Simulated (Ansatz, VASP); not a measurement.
**BaTe: VASP beside Ansatz**

Contents of INCAR:

```
SYSTEM = BaTe
PREC = Accurate
ENCUT = 520
EDIFF = 1E-6
ISMEAR = 0
SIGMA = 0.02
LREAL = .False.
LASPH = .True.
NELM = 80
ALGO = Normal
ISIF = 2
LWAVE = .False.
LCHARG = .False.
GGA = PE
NBANDS = 15
```

Contents of KPOINTS:

```
Automatic mesh
0
Gamma
  8 8 8
  0 0 0
```

File POSCAR:

```
BaTe
1.0
    0.0000000000      3.6462775014      3.6462775014
    3.6462775014      0.0000000000      3.6462775014
    3.6462775014      3.6462775014      0.0000000000
Ba Te
1 1
Direct
    0.0000000000      0.0000000000      0.0000000000
    0.5000000000      0.5000000000      0.5000000000
```

Input for Ansatz:

```yaml
crystal:
  lattice:
    - [0.0, 3.6462775014, 3.6462775014]
    - [3.6462775014, 0.0, 3.6462775014]
    - [3.6462775014, 3.6462775014, 0.0]
  atoms:
    - { symbol: Ba, position: [0.0, 0.0, 0.0] }
    - { symbol: Te, position: [0.5, 0.5, 0.5] }
basis:
  ecutwfc: 420
kpoints:
  mp_grid: { grid: [8, 8, 8] }
hamiltonian:
  xc: pbe
scf:
  occupations: { method: gaussian, width: 0.02 }
output:
  forces: true
  stress: true
  eigenvalues: true
```

Alike in both runs: task single point; functional PBE; k mesh 8 × 8 × 8; occupations gaussian, width 0.02 eV; no spin polarisation.

|  | VASP | Ansatz |
| --- | --- | --- |
| version | VASP 6.6.1 | Ansatz 0.2.0 |
| potentials or method | VASP PAW PBE potentials, release 64 (Ba_sv, Te), cutoff 520 eV | scalar-relativistic, plane waves, PAW |
| valence electrons in the cell | 16 | 26 |

|  | VASP | Ansatz | Ansatz less VASP |
| --- | --- | --- | --- |
| gap on the k mesh at the Fermi level (eV) | 1.75 | 1.81 | +0.062 |
| least direct gap on the mesh (eV) | 2.12 | 2.16 | +0.040 |
| pressure (GPa) | -2.0 | -2.2 | -0.21 |

VASP's potentials hold 16 valence electrons a cell and Ansatz's 26, so a difference there can come from the potentials and not from the codes.

Neither program's run includes spin-orbit coupling.
